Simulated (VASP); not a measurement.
Crystal: Au.

```
CELL_PARAMETERS angstrom
1.38250 -2.50376 0.00000
1.38250 2.50376 0.00000
0.00000 0.00000 4.79328
ATOMIC_POSITIONS crystal
Au 0.33467 0.66533 0.25000
Au 0.66533 0.33467 0.75000
```

Base run:

| Property | Result |
| --- | --- |
| Program | VASP 6.6.1 |
| Functional | r2SCAN |
| Potentials or basis | VASP PAW PBE potentials, release 64 (Au) |
| Cutoff | 520 eV |
| k mesh | 11 × 11 × 6 |
| Occupations | fermi-dirac, width 0.05 eV |
| Spin | no spin polarisation |

Its results: band gap on the k mesh zero (band 11 reaches 13.86 eV, above the bottom of band 12 at 6.91 eV); pressure 11.1 GPa; largest force 0.041 eV/Å.

Problem. The run is repeated on the same cell with these changes: functional from r2SCAN to LDA; potentials or basis from VASP PAW PBE potentials, release 64 (Au) to VASP PAW LDA potentials, release 64 (Au). What comes out?

Solution. Band gap on the k mesh zero (band 11 reaches 13.60 eV, above the bottom of band 12 at 7.10 eV); pressure 0.9 GPa; largest force 0.037 eV/Å.

Caveats: spin-orbit coupling is left out, which moves the levels of the heavy elements; the PAW data sets were made with another functional, which shifts forces and pressure a little (some runs).
